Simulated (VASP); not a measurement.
Input of a VASP 6.6.1 run:

File INCAR:

```
PREC = Accurate ; ENCUT = 520
EDIFF = 1E-6 ; ISMEAR = 0
SIGMA = 0.1 ; LREAL = False
LASPH = True ; NELM = 80
ALGO = Fast ; ISIF = 2
LWAVE = False ; LCHARG = True
GGA = PE ; LELF = True
LVHAR = True ; NBANDS = 37
```

The input KPOINTS:

```
Automatic mesh
0
Gamma
  6 6 4
```

File POSCAR:

```
Cu4W
1.0
    4.0811930200      0.0000000000      0.0000000000
   -2.0405965100      3.5344168300      0.0000000000
    0.0000000000      0.0000000000      4.9209533600
Cu W
4 1
Direct
    0.0000000000      0.0000000000      0.0000000000
    0.5000000000      0.0000000000      0.5000000000
    0.0000000000      0.5000000000      0.5000000000
    0.5000000000      0.5000000000      0.5000000000
    0.0000000000      0.0000000000      0.5000000000
```

Potentials or basis: VASP PAW PBE potentials, release 64 (Cu, W_sv).

The run is started by

```console
$ cat potpaw_PBE.64/Cu/POTCAR potpaw_PBE.64/W_sv/POTCAR > POTCAR
$ mpirun -np 1 vasp_std > vasp.out
```

Question: Predict the pressure.

Answer: 119.8 GPa.

Question: Predict the band gap on the k mesh.

Answer: Zero (bands 29 and 30 overlap by 2.69 eV).

Stress tensor (GPa, compression positive):
```
176.87   0.00   0.00
  0.00 176.87   0.00
  0.00   0.00   5.58
```

Caveat: the cell stands under pressure; spin-orbit coupling is left out, which moves the levels of the heavy elements.
